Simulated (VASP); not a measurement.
Crystal: SnO2.

```
Sn O
1.0
     0.00000    2.57415    2.57415
     2.57415    0.00000    2.57415
     2.57415    2.57415    0.00000
Sn O
1 2
Direct
  0.00000 0.00000 0.00000
  0.75000 0.75000 0.75000
  0.25000 0.25000 0.25000
```

Base run:

```yaml
Program: VASP 6.6.1
Functional: PBE
Potentials_or_basis: VASP PAW PBE potentials, release 64 (Sn_d, O)
Cutoff: 520 eV
k_mesh: 9 × 9 × 9
Occupations: fermi-dirac, width 0.05 eV
Spin: no spin polarisation
```

Its results: band gap on the k mesh zero (band 13 reaches 7.27 eV, above the bottom of band 14 at 7.16 eV); pressure 0.1 GPa.

After a change of settings the same cell gave: band gap on the k mesh 0.45 eV, indirect (least direct gap 1.70 eV); pressure -8.6 GPa. Which change was it?
A. functional from PBE to r2SCAN0; k mesh from 9 × 9 × 9 to 5 × 5 × 5
B. functional from PBE to r2SCAN
C. occupations from fermi-dirac, width 0.05 eV to gaussian, width 0.014 eV; further incar settings from ALGO = Normal; EDIFF = 1e-07; NBANDS = 20 to ALGO = Normal; EDIFF = 1e-06; NBANDS = 20
D. functional from PBE to PBEsol; further incar settings from ALGO = Normal; EDIFF = 1e-07; NBANDS = 20 to ALGO = Normal; EDIFF = 1e-06; NBANDS = 20

B.

r2SCAN gives the wider gap, since meta-GGAs in the generalised Kohn-Sham scheme recover part of the derivative discontinuity.

Caveats: spin-orbit coupling is left out, which moves the levels of the heavy elements; the PAW data sets were made with another functional, which shifts forces and pressure a little (some runs).
